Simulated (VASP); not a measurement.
# Al (Immm) in VASP: further runs

The runs below take Al through single point, with r2SCAN.

Everything below comes from runs of VASP 6.6.1. Logs are shortened: lines on timing, memory, paths and dates and some standing lists are left out, and cuts for length are marked.

## Step 1: The cell of the first run

It takes space group Immm (No. 71, orthorhombic). Conventional cell: a = 2.997 Å, b = 3.189 Å, c = 3.380 Å, α = 90.00°, β = 90.00°, γ = 90.00°. Within 3.6 Å of Al (site symmetry mmm) lie 14 Al at 2.76 to 3.38 Å.

## Step 2: Single point, r2SCAN (strain -0.0600 x Voigt [1, -1, 0, 0, 0, 0])

Input file POSCAR:

```
Al
1.0
   -1.4987064611      1.6900306901      1.5943685756
    1.4987064611     -1.6900306901      1.5943685756
    1.4987064611      1.6900306901     -1.5943685756
Al
1
Direct
    0.0000000000      0.0000000000      0.0000000000
```

Input file INCAR.step1:

```
PREC = Accurate
ENCUT = 520
ISMEAR = 0
SIGMA = 0.15
LREAL = False
LASPH = True
NELM = 80
NBANDS = 8
GGA = PE
ALGO = Normal
EDIFF = 1E-4
LWAVE = True
LCHARG = False
```

Input file INCAR.step2:

```
PREC = Accurate
ENCUT = 520
EDIFF = 1E-6
ISMEAR = 0
SIGMA = 0.15
LREAL = False
LASPH = True
NELM = 80
ALGO = Normal
ISIF = 2
LWAVE = False
LCHARG = False
METAGGA = R2SCAN
LMIXTAU = True
NBANDS = 8
ISTART = 1
```

Input file KPOINTS:

```
Automatic mesh
0
Gamma
  26 26 26
```

Potentials or basis: VASP PAW PBE potentials, release 64 (Al).

Started as:

```bash
cat potpaw_PBE.64/Al/POTCAR > POTCAR
cp INCAR.step1 INCAR
mpirun -np 1 vasp_std > vasp.out
cp INCAR.step2 INCAR
mpirun -np 1 vasp_std > vasp.out
```

OUTCAR:

```text
PREC = Accurate
   ENCUT = 520
   EDIFF = 1E-6
   ISMEAR = 0
   LREAL = False
   LASPH = True
   NELM = 80
   ISIF = 2
   METAGGA = R2SCAN
   ISTART = 1

 ion  position               nearest neighbor table
   1  0.000  0.000  0.000-

  LATTYP: Found a body centered orthorhombic cell.
 ALAT       =     2.9974129222
 B/A-ratio  =     1.0638297872
 C/A-ratio  =     1.1276595744

  Lattice vectors:

 A1 = (  -1.4987064611,  -1.6900306901,   1.5943685756)
 A2 = (   1.4987064611,  -1.6900306901,  -1.5943685756)
 A3 = (   1.4987064611,   1.6900306901,   1.5943685756)

Analysis of symmetry for initial positions (statically):
=====================================================================
 Subroutine PRICEL returns:
 Original cell was already a primitive cell.

 Routine SETGRP: Setting up the symmetry group for a
 body centered orthorhombic supercell.

 Subroutine GETGRP returns: Found  8 space group operations
 (whereof  8 operations were pure point group operations)
 out of a pool of  8 trial point group operations.

The static configuration has the point symmetry D_2h.

Analysis of symmetry for dynamics (positions and initial velocities):
=====================================================================
 Subroutine PRICEL returns:
 Original cell was already a primitive cell.

 Routine SETGRP: Setting up the symmetry group for a
 body centered orthorhombic supercell.

 Subroutine GETGRP returns: Found  8 space group operations
 (whereof  8 operations were pure point group operations)
 out of a pool of  8 trial point group operations.

The dynamic configuration has the point symmetry D_2h.

 Subroutine INISYM returns: Found  8 space group operations
 (whereof  8 operations are pure point group operations),
 and found     1 'primitive' translations

----------------------------------------------------------------------------------------

                                     Primitive cell

  volume of cell :      16.1532

  direct lattice vectors                    reciprocal lattice vectors
    -1.498706461  1.690030690  1.594368576     0.000000000  0.295852616  0.313603772
     1.498706461 -1.690030690  1.594368576     0.333621035  0.000000000  0.313603772
     1.498706461  1.690030690 -1.594368576     0.333621035  0.295852616  0.000000000

  length of vectors
     2.764839226  2.764839226  2.764839226     0.431133502  0.457875879  0.445905556

  position of ions in fractional coordinates (direct lattice)
     0.000000000  0.000000000  0.000000000

  ion indices of the primitive-cell ions
   primitive index   ion index
                 1           1

----------------------------------------------------------------------------------------

 KPOINTS: Automatic mesh

Automatic generation of k-mesh.
 Grid dimensions read from file:
 generate k-points for:   26   26   26

 Generating k-lattice:

  Cartesian coordinates                     Fractional coordinates (reciprocal lattice)
     0.000000000  0.011378947  0.012061684     0.038461538  0.000000000 -0.000000000
     0.012831578  0.000000000  0.012061684     0.000000000  0.038461538 -0.000000000
     0.012831578  0.011378947  0.000000000     0.000000000  0.000000000  0.038461538

  Length of vectors
     0.016582058  0.017610611  0.017150214

  Shift w.r.t. Gamma in fractional coordinates (k-lattice)
     0.000000000  0.000000000  0.000000000

 Subroutine IBZKPT returns following result:
 ===========================================

 Found   2471 irreducible k-points:

 Following reciprocal coordinates:
            Coordinates               Weight
  0.000000  0.000000  0.000000      1.000000
  0.038462  0.000000  0.000000      4.000000
  0.076923  0.000000  0.000000      4.000000
  0.115385  0.000000  0.000000      4.000000
  0.153846  0.000000 -0.000000      4.000000
  0.192308  0.000000  0.000000      4.000000
[... 16 lines left out ...]
  0.307692  0.038462  0.000000      8.000000
  0.346154  0.038462 -0.000000      8.000000
 [... further k-points ...]
   k-points           NKPTS =   2471   k-points in BZ     NKDIM =   2471   number of bands    NBANDS=      8
   number of dos      NEDOS =    301   number of ions     NIONS =      1
   total plane-waves  NPLWV =  13824
   dimension x,y,z NGX =    24 NGY =   24 NGZ =   24
   dimension x,y,z NGXF=    48 NGYF=   48 NGZF=   48
   ions per type =               1
   NGX,Y,Z   is equivalent  to a cutoff of  14.43, 14.43, 14.43 a.u.
   NGXF,Y,Z  is equivalent  to a cutoff of  28.86, 28.86, 28.86 a.u.
 SYSTEM =  unknown system
   PREC   = accura    normal or accurate (medium, high low for compatibility)
   ISTART =      1    job   : 0-new  1-cont  2-samecut
   ICHARG =      0    charge: 1-file 2-atom 10-const
   ISPIN  =      1    spin polarized calculation?
   LNONCOLLINEAR =      F non collinear calculations
   LSORBIT =      F    spin-orbit coupling
   LASPH  =      T    aspherical Exc in radial PAW
   ENCUT  =  520.0 eV  38.22 Ry    6.18 a.u.   5.14  5.14  5.14*2*pi/ulx,y,z
   NELM   =     80;   NELMIN=  2; NELMDL=  0     # of ELM steps
   EDIFF  = 0.1E-05   stopping-criterion for ELM
   LREAL  =      F    real-space projection
   EDIFFG = 0.1E-04   stopping-criterion for IOM
   NSW    =      0    number of steps for IOM
   IBRION =     -1    ionic relax: 0-MD 1-quasi-New 2-CG
   NFREE  =      0    steps in history (QN), initial steepest desc. (CG)
   ISIF   =      2    stress and relaxation
   ISYM   =      2    0-nonsym 1-usesym 2-fastsym
   POTIM  = 0.5000    time-step for ionic-motion
   TEBEG  =    0.0;   TEEND  =   0.0 temperature during run
   PSTRESS=    0.0 pullay stress
   NELECT =       3.0000    total number of electrons
   NUPDOWN=      -1.0000    fix difference up-down
   EMIN   =  10.00;   EMAX   =-10.00  energy-range for DOS
   EFERMI =   0.00;   METHOD = LEGACY
   ISMEAR =     0;   SIGMA  =   0.15  broadening in eV -4-tet -1-fermi 0-gaus
   EFERMI_NEDOS =   21; number of points for ismear=-14 and -15
   IALGO  =     38    algorithm
   IMIX   =      4    mixing-type and parameters
     AMIX     =   0.40;   BMIX     =  1.00
     AMIX_MAG =   1.60;   BMIX_MAG =  1.00
  volume/ion in A,a.u.               =      16.15       109.01
  Fermi-wavevector in a.u.,A,eV,Ry     =   0.934032  1.765065 11.869948  0.872417
  Thomas-Fermi vector in A             =   2.060795
   LORBIT       =      0    0 simple, 1 ext, 2 COOP (PROOUT), +10 PAW based schemes
   METAGGA = R2SCAN    functional components
   LHFCALC =     F    Hartree Fock is set to
   AEXX    =    0.0000 exact exchange contribution
   IVDW    =     0    specifies the selected vdW correction
   LEPSILON=     F    determine dielectric tensor
   LRPA    =     F    only Hartree local field effects (RPA)
 non-spin polarized calculation
 Gauss-broadening in eV      SIGMA  =   0.15
  energy-cutoff  :      520.00
  volume of cell :       16.15
 maximum number of plane-waves:       452
 NGX is ok and might be reduce to    24
   NGX = 11   NGY = 11   NGZ = 11

 number of electron       3.0000000 magnetization

 Free energy of the ion-electron system (eV)
  ---------------------------------------------------
  ext. energy  EPLUGINS =         0.00000000
  ---------------------------------------------------
  free energy    TOTEN  =        -6.64031433 eV

  energy without entropy =       -6.63597248  energy(sigma->0) =       -6.63814341

 E-fermi :   8.2494     XC(G=0): -10.9991

 val. band max:        8.2484525227   @ k =   0.5000  -0.4231   0.2308
 cond. band min:       8.2545874526   @ k =   0.4615  -0.2308   0.0769
 fundamental gap:      0.0061349299
 Fermi energy:         8.2493570606

 k-point     1 :       0.0000    0.0000    0.0000
  band No.  band energies     occupation
      1      -3.7580      2.00000
      2      21.0030      0.00000
      3      22.7015      0.00000
      4      23.6603      0.00000
      5      23.7466      0.00000
      6      24.0523      0.00000
      7      24.1248      0.00000
      8      25.2002      0.00000

 k-point     2 :       0.0385    0.0000    0.0000
  band No.  band energies     occupation
      1      -3.7147      2.00000
      2      20.4271      0.00000
      3      22.4911      0.00000
      4      23.3232      0.00000
      5      23.7266      0.00000
      6      23.7874      0.00000
      7      24.6468      0.00000
      8      25.5676      0.00000

 k-point     3 :       0.0769    0.0000    0.0000
  band No.  band energies     occupation
      1      -3.5849      2.00000
      2      19.1034      0.00000
      3      22.0104      0.00000
      4      23.0316      0.00000
      5      23.2503      0.00000
      6      23.8348      0.00000
      7      25.0025      0.00000
      8      26.2004      0.00000

 k-point     4 :       0.1154    0.0000    0.0000
  band No.  band energies     occupation
      1      -3.3688      2.00000
      2      17.5284      0.00000
      3      21.4520      0.00000
      4      22.6191      0.00000
      5      22.8118      0.00000
      6      23.9073      0.00000
      7      25.0721      0.00000
      8      25.7654      0.00000

 k-point     5 :       0.1538    0.0000   -0.0000
  band No.  band energies     occupation
      1      -3.0667      2.00000
      2      15.8973      0.00000
      3      20.9020      0.00000
      4      21.9682      0.00000
      5      22.5791      0.00000
      6      23.7889      0.00000
      7      25.0242      0.00000
      8      25.7331      0.00000

 k-point     6 :       0.1923    0.0000    0.0000
  band No.  band energies     occupation
      1      -2.6794      2.00000
      2      14.2780      0.00000
      3      20.3928      0.00000
      4      21.3404      0.00000
      5      22.3110      0.00000
      6      23.4478      0.00000
      7      25.0987      0.00000
      8      25.9951      0.00000

 k-point     7 :       0.2308    0.0000    0.0000
  band No.  band energies     occupation
      1      -2.2073      2.00000
      2      12.6983      0.00000
      3      19.9376      0.00000
      4      20.7597      0.00000
      5      22.0161      0.00000
      6      23.0273      0.00000
      7      25.3047      0.00000
      8      26.4331      0.00000

 k-point     8 :       0.2692    0.0000   -0.0000
  band No.  band energies     occupation
      1      -1.6514      2.00000
      2      11.1719      0.00000
      3      19.5426      0.00000
      4      20.2392      0.00000
      5      21.7170      0.00000
      6      22.6150      0.00000
      7      25.6084      0.00000
      8      26.9966      0.00000

 k-point     9 :       0.3077    0.0000   -0.0000
  band No.  band energies     occupation
      1      -1.0127      2.00000
      2       9.7064      0.00000
      3      19.2110      0.00000
      4      19.7865      0.00000
      5      21.4374      0.00000
      6      22.2417      0.00000
      7      25.9980      0.00000
      8      27.6577      0.00000

 k-point    10 :       0.3462    0.0000    0.0000
  band No.  band energies     occupation
      1      -0.2923      2.00000
      2       8.3067      0.58861
      3      18.9446      0.00000
      4      19.4060      0.00000
      5      21.1947      0.00000
      6      21.9208      0.00000
      7      26.4654      0.00000
      8      28.3967      0.00000
[... 78 lines left out ...]
 k-point    18 :       0.1154    0.0385    0.0000
  band No.  band energies     occupation
      1      -3.1830      2.00000
      2      16.6840      0.00000
      3      21.0963      0.00000
      4      21.4187      0.00000
      5      22.5444      0.00000
      6      24.3666      0.00000
      7      25.3447      0.00000
      8      25.8484      0.00000

 k-point    19 :       0.1538    0.0385    0.0000
  band No.  band energies     occupation
      1      -2.8359      2.00000
      2      15.0607      0.00000
      3      20.5882      0.00000
      4      20.7572      0.00000
      5      22.5148      0.00000
      6      23.9134      0.00000
      7      25.1476      0.00000
      8      26.2491      0.00000

 k-point    20 :       0.1923    0.0385    0.0000
  band No.  band energies     occupation
      1      -2.4037      2.00000
      2      13.4636      0.00000
      3      20.0860      0.00000
      4      20.1743      0.00000
      5      22.4777      0.00000
      6      23.3882      0.00000
      7      25.0639      0.00000
      8      26.7679      0.00000

 k-point    21 :       0.2308    0.0385    0.0000
  band No.  band energies     occupation
      1      -1.8873      2.00000
      2      11.9131      0.00000
      3      19.5473      0.00000
      4      19.7392      0.00000
      5      22.4086      0.00000
      6      22.8793      0.00000
      7      25.1168      0.00000
      8      27.3670      0.00000

 k-point    22 :       0.2692    0.0385   -0.0000
  band No.  band energies     occupation
      1      -1.2876      2.00000
      2      10.4197      0.00000
      3      19.0533      0.00000
      4      19.3852      0.00000
      5      22.3015      0.00000
      6      22.4208      0.00000
      7      25.3146      0.00000
      8      28.0341      0.00000

 k-point    23 :       0.3077    0.0385    0.0000
  band No.  band energies     occupation
      1      -0.6057      2.00000
      2       8.9896      0.00000
      3      18.6269      0.00000
      4      19.0979      0.00000
      5      22.0066      0.00000
      6      22.1936      0.00000
      7      25.6465      0.00000
      8      28.7583      0.00000

 k-point    24 :       0.3462    0.0385   -0.0000
  band No.  band energies     occupation
      1       0.1571      2.00000
      2       7.6270      2.00000
      3      18.2729      0.00000
      4      18.8776      0.00000
      5      21.6695      0.00000
      6      22.0823      0.00000
      7      26.0925      0.00000
      8      29.5196      0.00000

 [... further k-points ...]
[... 5 lines left out ...]
  --------------------------------------------------------------------------------------
  -------------------------------------------------------------------------------------
  Total       -0.1585475      0.2289218     -0.0813229      0.0000000      0.0000000      0.0000000
  in kB      -15.7257015     22.7058577     -8.0661036      0.0000000      0.0000000      0.0000000
  external PRESSURE =      -0.3619825 kB  Pullay stress =       0.0000000 kB

 VOLUME and BASIS-vectors are now :
 -----------------------------------------------------------------------------
  energy-cutoff  :      520.00
  volume of cell :       16.15
      direct lattice vectors                 reciprocal lattice vectors
    -1.498706461  1.690030690  1.594368576     0.000000000  0.295852616  0.313603772
     1.498706461 -1.690030690  1.594368576     0.333621035  0.000000000  0.313603772
     1.498706461  1.690030690 -1.594368576     0.333621035  0.295852616  0.000000000

 POSITION                                       TOTAL-FORCE (eV/Angst)
 -----------------------------------------------------------------------------------
      0.00000      0.00000      0.00000         0.000000     -0.000000      0.000000
 -----------------------------------------------------------------------------------
    total drift:                                0.000000     -0.000000      0.000000

  FREE ENERGIE OF THE ION-ELECTRON SYSTEM (eV)
  ---------------------------------------------------
  free  energy   TOTEN  =        -6.6403143334 eV

  energy  without entropy=       -6.6359724842  energy(sigma->0) =       -6.63814341
```

It took 7.9 min on 1 thread of Intel Xeon 6975P-C, shared host; peak memory 0.37 GiB.

Results:

```
Free energy : -6.6403 eV
Pressure    : 0.0 GPa
```

Caveat: the cell differs from its parent crystal (strain -0.0600 x Voigt [1, -1, 0, 0, 0, 0]); the PAW data sets were made with another functional, which shifts forces and pressure a little.

## Step 3: Single point, r2SCAN (strain +0.0450 x Voigt [1, -1, 0, 0, 0, 0])

Input file POSCAR:

```
Al
1.0
   -1.6661151615      1.5226219897      1.5943685756
    1.6661151615     -1.5226219897      1.5943685756
    1.6661151615      1.5226219897     -1.5943685756
Al
1
Direct
    0.0000000000      0.0000000000      0.0000000000
```

Input file INCAR.step1:

```
ALGO = Normal
EDIFF = 1E-4
ENCUT = 520
GGA = PE
ISMEAR = 0
LASPH = True
LCHARG = False
LREAL = False
LWAVE = True
NBANDS = 8
NELM = 80
PREC = Accurate
SIGMA = 0.15
```

Input file INCAR.step2:

```
ALGO = Normal
EDIFF = 1E-6
ENCUT = 520
ISIF = 2
ISMEAR = 0
ISTART = 1
LASPH = True
LCHARG = False
LMIXTAU = True
LREAL = False
LWAVE = False
METAGGA = R2SCAN
NBANDS = 8
NELM = 80
PREC = Accurate
SIGMA = 0.15
```

Input file KPOINTS:

```
k-points
0
Gamma
  26 26 26
```

Potentials or basis: VASP PAW PBE potentials, release 64 (Al).

Started as:

```bash
cat potpaw_PBE.64/Al/POTCAR > POTCAR
cp INCAR.step1 INCAR
mpirun -np 1 vasp_std > vasp.out
cp INCAR.step2 INCAR
mpirun -np 1 vasp_std > vasp.out
```

It took 8.9 min on 1 thread of Intel Xeon 6975P-C, shared host; peak memory 0.38 GiB.

It converged, with:

```
Free energy : -6.6348 eV
Pressure    : -0.2 GPa
```

Stress tensor (GPa, compression positive):
```
 1.70  0.00  0.00
 0.00 -1.72  0.00
 0.00  0.00 -0.57
```

Levels at points of the mesh, in eV from the Fermi level:
| k point | band 1 | band 2 | band 3 | band 4 | band 5 |
| --- | --- | --- | --- | --- | --- |
| (0.00, 0.00, 0.00) | -12.01 | 13.07 | 14.31 | 15.35 | 15.62 |
| (0.50, 0.00, 0.00) | -4.53 | -3.59 | 7.79 | 8.13 | 9.66 |
| (0.00, 0.50, 0.00) | -5.03 | -4.46 | 9.84 | 10.01 | 12.03 |
| (0.50, 0.50, 0.00) | -4.77 | -3.99 | 8.73 | 9.01 | 10.76 |
| (0.50, 0.50, 0.50) | 0.75 | 2.02 | 2.29 | 3.24 | 3.48 |

Caveat: the cell differs from its parent crystal (strain +0.0450 x Voigt [1, -1, 0, 0, 0, 0]); the PAW data sets were made with another functional, which shifts forces and pressure a little.
